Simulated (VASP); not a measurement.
# ZnS (R3m) in VASP: single point with PBE

Aim: the single point of ZnS with PBE.

Everything below comes from runs of VASP 6.6.1. Logs are shortened: lines on timing, memory, paths and dates and some standing lists are left out, and cuts for length are marked.

## 1. The cell of the first run

It takes space group R3m (No. 160, trigonal). The conventional cell has a = 3.846 Å, b = 3.846 Å, c = 59.696 Å, α = 90.00°, β = 90.00°, γ = 120.00°. Within 3.1 Å of Zn (site symmetry 3m) lie 4 S at 2.36 Å. Within 3.1 Å of Zn (site symmetry 3m) lie 4 S at 2.36 Å. Within 3.1 Å of Zn (site symmetry 3m) lie 4 S at 2.36 Å. Within 3.1 Å of Zn (site symmetry 3m) lie 3 S at 2.36 Å. Zn (site symmetry 3m) has 4 S at 2.36 Å within 3.1 Å. Within 3.1 Å of Zn (site symmetry 3m) lie 4 S at 2.36 Å. Within 3.1 Å of S (site symmetry 3m) lie 4 Zn at 2.36 Å. S (site symmetry 3m) has 4 Zn at 2.36 Å within 3.1 Å.

## 2. Single point, PBE (the distance across one plane changed)

Input file INCAR:

```
ALGO     = Normal         # electronic algorithm
EDIFF    = 1E-6           # SCF threshold, eV
ENCUT    = 520            # plane-wave cutoff, eV
GGA      = PE             # functional
ISIF     = 2              # what is computed and relaxed
ISMEAR   = 0              # smearing method
ISYM     = 0            
KPAR     = 4            
LASPH    = T              # aspherical terms in the spheres
LCHARG   = F              # write CHGCAR
LREAL    = F              # projectors in reciprocal space
LWAVE    = F              # write WAVECAR
NBANDS   = 66             # bands
NELM     = 100            # most SCF steps
PREC     = Accurate       # precision mode
SIGMA    = 0.05           # smearing width, eV
```

Input file KPOINTS:

```
k-points
0
Gamma
  8 8 2
```

Input file POSCAR:

```
ZnS
1.0
   -3.8462043731      0.0000000000      0.0000000000
   -1.9231021865     -3.3309106952      0.0000000000
   -1.9231021865     -1.1103035651     19.8985751533
Zn S
6 6
Direct
    0.0101383554      0.0101383554      0.5738349338
    0.5017625463      0.5017625463      0.0989623611
    0.3962041010      0.3962041010      0.4156376970
    0.9045799101      0.9045799101      0.8905102698
    0.2906502607      0.2906502607      0.7322992180
    0.7822744516      0.7822744516      0.2574266453
    0.4621917941      0.4621917941      0.2176746177
    0.9705676032      0.9705676032      0.6925471905
    0.2510833973      0.2510833973      0.8509998080
    0.7427075882      0.7427075882      0.3761272353
    0.3567079467      0.3567079467      0.5341261600
    0.8483321376      0.8483321376      0.0592535873
```

Potentials or basis: VASP PAW PBE potentials, release 64 (Zn, S).

Started as:

```
$ cat potpaw_PBE.64/Zn/POTCAR potpaw_PBE.64/S/POTCAR > POTCAR
$ mpirun -np 4 vasp_std > vasp.out
```

OUTCAR:

```text
EDIFF = 1E-6
   ENCUT = 520
   GGA = PE
   ISIF = 2
   ISMEAR = 0
   ISYM = 0
   LASPH = T
   LREAL = F
   NELM = 100
   PREC = Accurate

 ion  position               nearest neighbor table
   1  0.010  0.010  0.574-  11 2.36  11 2.36  11 2.36   8 2.36
   2  0.502  0.502  0.099-  12 2.36  12 2.36  12 2.36   7 2.36
   3  0.396  0.396  0.416-  10 2.36  10 2.36  10 2.36  11 2.36
   4  0.905  0.905  0.891-   9 2.36   9 2.36   9 2.36
   5  0.291  0.291  0.732-   8 2.36   8 2.36   8 2.36   9 2.36
   6  0.782  0.782  0.257-   7 2.36   7 2.36   7 2.36  10 2.36
   7  0.462  0.462  0.218-   6 2.36   6 2.36   6 2.36   2 2.36
   8  0.971  0.971  0.693-   5 2.36   5 2.36   5 2.36   1 2.36
   9  0.251  0.251  0.851-   4 2.36   4 2.36   4 2.36   5 2.36
  10  0.743  0.743  0.376-   3 2.36   3 2.36   3 2.36   6 2.36
  11  0.357  0.357  0.534-   1 2.36   1 2.36   1 2.36   3 2.36
  12  0.848  0.848  0.059-   2 2.36   2 2.36   2 2.36

IMPORTANT INFORMATION: All symmetrisations will be switched off!
NOSYMM: (Re-)initialisation of all symmetry stuff for point group C_1.

----------------------------------------------------------------------------------------

                                     Primitive cell

  volume of cell :     254.9279

  direct lattice vectors                    reciprocal lattice vectors
    -3.846204373  0.000000000  0.000000000    -0.259996584  0.150109098 -0.016751618
    -1.923102186 -3.330910695  0.000000000     0.000000000 -0.300218196 -0.016751618
    -1.923102186 -1.110303565 19.898575153     0.000000000  0.000000000  0.050254855

  length of vectors
     3.846204373  3.846204373 20.022097521     0.300685187  0.300685187  0.050254855

  position of ions in fractional coordinates (direct lattice)
     0.010138355  0.010138355  0.573834934
     0.501762546  0.501762546  0.098962361
     0.396204101  0.396204101  0.415637697
     0.904579910  0.904579910  0.890510270
     0.290650261  0.290650261  0.732299218
     0.782274452  0.782274452  0.257426645
     0.462191794  0.462191794  0.217674618
     0.970567603  0.970567603  0.692547191
     0.251083397  0.251083397  0.850999808
     0.742707588  0.742707588  0.376127235
     0.356707947  0.356707947  0.534126160
     0.848332138  0.848332138  0.059253587

  ion indices of the primitive-cell ions
   primitive index   ion index
                 1           1
                 2           2
                 3           3
                 4           4
                 5           5
                 6           6
                 7           7
                 8           8
[... 110 lines left out ...]
   NUPDOWN=      -1.0000    fix difference up-down
   EMIN   =  10.00;   EMAX   =-10.00  energy-range for DOS
   EFERMI =   0.00;   METHOD = LEGACY
   ISMEAR =     0;   SIGMA  =   0.05  broadening in eV -4-tet -1-fermi 0-gaus
   EFERMI_NEDOS =   21; number of points for ismear=-14 and -15
   IALGO  =     38    algorithm
   IMIX   =      4    mixing-type and parameters
     AMIX     =   0.40;   BMIX     =  1.00
     AMIX_MAG =   1.60;   BMIX_MAG =  1.00
  volume/ion in A,a.u.               =      21.24       143.36
  Fermi-wavevector in a.u.,A,eV,Ry     =   1.229543  2.323499 20.568953  1.511775
  Thomas-Fermi vector in A             =   2.364426
   LORBIT       =      0    0 simple, 1 ext, 2 COOP (PROOUT), +10 PAW based schemes
   GGA     = PE    functional components
   LHFCALC =     F    Hartree Fock is set to
   AEXX    =    0.0000 exact exchange contribution
   IVDW    =     0    specifies the selected vdW correction
   LEPSILON=     F    determine dielectric tensor
   LRPA    =     F    only Hartree local field effects (RPA)
 non-spin polarized calculation
 Gauss-broadening in eV      SIGMA  =   0.05
  energy-cutoff  :      520.00
  volume of cell :      254.93
 maximum number of plane-waves:      6909
 NGX is ok and might be reduce to    30
   NGX = 15   NGY = 15   NGZ = 75

 number of electron     108.0000002 magnetization

 Free energy of the ion-electron system (eV)
  ---------------------------------------------------
  ext. energy  EPLUGINS =         0.00000000
  ---------------------------------------------------
  free energy    TOTEN  =       -40.12247655 eV

  energy without entropy =      -40.12247627  energy(sigma->0) =      -40.12247641

 E-fermi :   2.6434     XC(G=0):  -9.2490

 val. band max:        2.4958654083   @ k =   0.0000   0.0000   0.0000
 cond. band min:       2.7794246186   @ k =   0.0000   0.0000   0.0000
 fundamental gap:      0.2835592103
 Fermi energy:         2.6434217795

 k-point     1 :       0.0000    0.0000    0.0000
  band No.  band energies     occupation
      1     -12.2179      2.00000
      2     -11.7253      2.00000
      3     -11.2773      2.00000
      4     -10.8103      2.00000
      5     -10.3055      2.00000
      6      -9.5044      2.00000
[... 1645 lines left out ...]
     65       7.9030      0.00000
     66       8.1071      0.00000

 [... further k-points ...]

------------------------ aborting loop because EDIFF is reached ----------------------------------------

  FORCE on cell =-STRESS in cart. coord.  units (eV):
  Direction    XX          YY          ZZ          XY          YZ          ZX
  --------------------------------------------------------------------------------------
  -------------------------------------------------------------------------------------
  Total       -0.6142417     -0.6140275     -2.3969204     -0.0001822      0.0000622      0.0001045
  in kB       -3.8604023     -3.8590562    -15.0642275     -0.0011448      0.0003906      0.0006569
  external PRESSURE =      -7.5945620 kB  Pullay stress =       0.0000000 kB

 VOLUME and BASIS-vectors are now :
 -----------------------------------------------------------------------------
  energy-cutoff  :      520.00
  volume of cell :      254.93
      direct lattice vectors                 reciprocal lattice vectors
    -3.846204373  0.000000000  0.000000000    -0.259996584  0.150109098 -0.016751618
    -1.923102186 -3.330910695  0.000000000     0.000000000 -0.300218196 -0.016751618
    -1.923102186 -1.110303565 19.898575153     0.000000000  0.000000000  0.050254855

 POSITION                                       TOTAL-FORCE (eV/Angst)
 -----------------------------------------------------------------------------------
     -1.16203     -0.67090     11.41850         0.000789      0.000456     -0.295872
     -3.08514     -1.78120      1.96921         0.000877      0.000507     -0.398750
     -3.08514     -1.78120      8.27060        -0.000569     -0.000328     -0.297736
     -6.93134     -4.00181     17.71989         0.000047      0.000027      0.545569
     -3.08514     -1.78120     14.57171        -0.000835     -0.000482     -0.297434
     -5.00824     -2.89151      5.12242        -0.000505     -0.000292     -0.308728
     -3.08514     -1.78120      4.33141         0.000029      0.000017      0.316137
     -6.93134     -4.00181     13.78070         0.000059      0.000034      0.294772
     -3.08514     -1.78120     16.93368         0.000036      0.000021      0.682282
     -5.00824     -2.89151      7.48440         0.000043      0.000024      0.296651
     -3.08514     -1.78120     10.62835         0.000014      0.000008      0.293653
     -5.00824     -2.89151      1.17906         0.000014      0.000009     -0.830544
 -----------------------------------------------------------------------------------
    total drift:                               -0.000339     -0.000196     -0.000020

  FREE ENERGIE OF THE ION-ELECTRON SYSTEM (eV)
  ---------------------------------------------------
  free  energy   TOTEN  =       -40.1224765511 eV

  energy  without entropy=      -40.1224762710  energy(sigma->0) =      -40.12247641
```

OSZICAR:

```text
N       E                     dE             d eps       ncg     rms          rms(c)
DAV:   1     0.942114819106E+03    0.94211E+03   -0.48494E+04  8976   0.193E+03
DAV:   2     0.108816276378E+03   -0.83330E+03   -0.80043E+03  8984   0.463E+02
DAV:   3    -0.339874842254E+02   -0.14280E+03   -0.13861E+03  9922   0.170E+02
DAV:   4    -0.430060896928E+02   -0.90186E+01   -0.89613E+01 10526   0.428E+01
DAV:   5    -0.431852098678E+02   -0.17912E+00   -0.17889E+00 10688   0.609E+00    0.161E+01
DAV:   6    -0.400675276866E+02    0.31177E+01   -0.53853E+00 13802   0.483E+01    0.124E+01
DAV:   7    -0.403340686798E+02   -0.26654E+00   -0.10149E+01 11536   0.142E+01    0.489E+00
DAV:   8    -0.401250240153E+02    0.20904E+00   -0.23340E+00 11614   0.141E+01    0.173E+00
DAV:   9    -0.401191677032E+02    0.58563E-02   -0.30505E-01 11174   0.602E+00    0.563E-01
DAV:  10    -0.401217570483E+02   -0.25893E-02   -0.42953E-02 10602   0.189E+00    0.406E-01
DAV:  11    -0.401221090199E+02   -0.35197E-03   -0.43652E-03 11096   0.601E-01    0.267E-01
DAV:  12    -0.401224326228E+02   -0.32360E-03   -0.20101E-03 10848   0.295E-01    0.944E-02
DAV:  13    -0.401224438824E+02   -0.11260E-04   -0.46182E-04 11320   0.205E-01    0.487E-02
DAV:  14    -0.401224697618E+02   -0.25879E-04   -0.13580E-04 10292   0.126E-01    0.227E-02
DAV:  15    -0.401224760711E+02   -0.63092E-05   -0.37500E-05 10440   0.587E-02    0.711E-03
DAV:  16    -0.401224763053E+02   -0.23430E-06   -0.14141E-05 11014   0.301E-02    0.454E-03
DAV:  17    -0.401224765511E+02   -0.24578E-06   -0.24176E-06  7944   0.834E-03
   1 F= -.40122477E+02 E0= -.40122476E+02  d E =-.280090E-06
```

Run time: 5.5 min. Hardware: 4 MPI ranks of Intel Xeon Platinum 8559C (Emerald Rapids), shared host; peak memory 0.89 GiB.

What came out:

| Property | Result |
| --- | --- |
| Free energy | -40.1225 eV |
| Pressure | -0.8 GPa |
| Largest force | 0.831 eV/Å |
| Band gap on the k mesh | 0.28 eV |

Forces on the atoms (eV/Å):
```
Zn   0.001  0.000 -0.296
Zn   0.001  0.001 -0.399
Zn  -0.001  0.000 -0.298
Zn   0.000  0.000  0.546
Zn  -0.001  0.000 -0.297
Zn  -0.001  0.000 -0.309
S    0.000  0.000  0.316
S    0.000  0.000  0.295
S    0.000  0.000  0.682
S    0.000  0.000  0.297
S    0.000  0.000  0.294
S    0.000  0.000 -0.831
```

Levels at points of the mesh, in eV from the valence-band top:
| k point | band 52 | band 53 | band 54 | band 55 | band 56 | band 57 |
| --- | --- | --- | --- | --- | --- | --- |
| (0.00, 0.00, 0.00) | -0.68 | 0.00 | 0.00 | 0.28 | 1.41 | 1.81 |
| (0.50, 0.00, 0.00) | -1.74 | -1.21 | -1.03 | 1.13 | 2.02 | 2.42 |
| (0.00, 0.50, 0.00) | -1.74 | -1.21 | -1.03 | 1.13 | 2.02 | 2.42 |
| (0.50, 0.50, 0.00) | -1.74 | -1.19 | -1.03 | 1.11 | 1.99 | 2.38 |
| (0.00, 0.00, 0.50) | -0.68 | 0.00 | 0.00 | 0.51 | 1.39 | 1.70 |
| (0.50, 0.00, 0.50) | -1.74 | -1.19 | -1.03 | 1.11 | 1.99 | 2.38 |
| (0.00, 0.50, 0.50) | -1.74 | -1.19 | -1.03 | 1.11 | 1.99 | 2.38 |
| (0.50, 0.50, 0.50) | -1.74 | -1.21 | -1.03 | 1.13 | 2.02 | 2.42 |

Caveat: the cell differs from its parent crystal (the distance across one plane changed); semilocal functionals underestimate gaps, and a narrow one can read as zero. A k mesh can miss the band edges.
